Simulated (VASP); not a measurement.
Runs of VASP 6.6.1 on TiB2. The structure is that of space group P6/mmm (No. 191), or close to it. The cells are those of the table. 

```tsv
cell	gap on the mesh (eV)	pressure (GPa)
a = 3.069, b = 3.069, c = 3.271 Å, angles 90.0, 90.0, 120.0°, 3 atoms	none	-13.8
a = 2.988, b = 2.988, c = 3.185 Å, angles 90.0, 90.0, 120.0°, 3 atoms	none	6.2
a = 3.146, b = 3.146, c = 3.353 Å, angles 90.0, 90.0, 120.0°, 3 atoms	none	(a)
a = 2.946, b = 2.946, c = 3.140 Å, angles 90.0, 90.0, 120.0°, 3 atoms	none	(b)
a = 2.903, b = 2.903, c = 3.094 Å, angles 90.0, 90.0, 120.0°, 3 atoms	none	35.8
```

Alike in all rows: task single point; level PBEsol; potentials or basis VASP PAW PBE potentials, release 64 (Ti_sv, B); no spin polarisation; k mesh 11 × 11 × 9; cutoff (eV) 520; smearing methfessel-paxton 0.1 eV.

Task: Estimate the missing entries.

Result: (a) -27.3; (b) 19.6.

Caveats: the PAW data sets were made with another functional, which shifts forces and pressure a little.

A gap of «none» marks levels without a gap at the run's occupations.
